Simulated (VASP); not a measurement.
Set up this calculation in VASP 6.6.1, as the native input.

- Task: single point
- Functional: PBE
- Potentials or basis: VASP PAW PBE potentials, release 64 (Al, Cu)
- Cutoff: 520 eV
- k mesh: 6 × 6 × 6
- Occupations: gaussian, width 0.2 eV
- Spin: no spin polarisation
- Dipole correction: no
- Further INCAR settings: ALGO = Fast; EDIFF = 1e-06; NBANDS = 26

The structure of Al7Cu lies in POSCAR:

```
Al7Cu
1.0
    0.0000063668      3.9778503932      3.9778321520
    3.9780264989     -0.0001280328      3.9779660096
    3.9784332779      3.9783925052     -0.0005318546
Al Cu
7 1
Direct
    0.5000109658      1.0000187811     -0.0000319101
    0.9999931262      0.4999660979      0.5000084769
    0.9999684310      0.4999991717      0.0000128646
    0.5000318493      0.0000130627      0.4999683490
    1.0000374978     -0.0000305220      0.4999823111
    0.4999770045      0.5000229830      0.0000057927
    0.0000087183     -0.0000114516     -0.0000104119
    0.4999724072      0.5000218772      0.5000645276
```

The input as run:

INCAR

```
SYSTEM = Al7Cu
PREC = Accurate ; ENCUT = 520
EDIFF = 1E-6 ; ISMEAR = 0
SIGMA = 0.2 ; LREAL = .False.
LASPH = .True. ; NELM = 80
ALGO = Fast ; ISIF = 2
LWAVE = .False. ; LCHARG = .True.
GGA = PE ; LELF = .True.
LVHAR = .True. ; NBANDS = 26
```

KPOINTS

```
Automatic mesh
0
Gamma
  6 6 6
  0 0 0
```

Potentials or basis: VASP PAW PBE potentials, release 64 (Al, Cu).

The run is started by

```sh
$ cat potpaw_PBE.64/Al/POTCAR potpaw_PBE.64/Cu/POTCAR > POTCAR
$ mpirun -np 1 vasp_std > vasp.out
```

Results of the run:

```yaml
Pressure: 0.1 GPa
Band_gap_on_the_k_mesh: zero (band 16 reaches 8.86 eV, above the bottom of band 17 at 5.58 eV)
```

It took 4.5 min on 1 thread of Intel(R) Xeon(R) 6975P-C (Granite Rapids), on a shared host, peak memory 0.47 GiB.
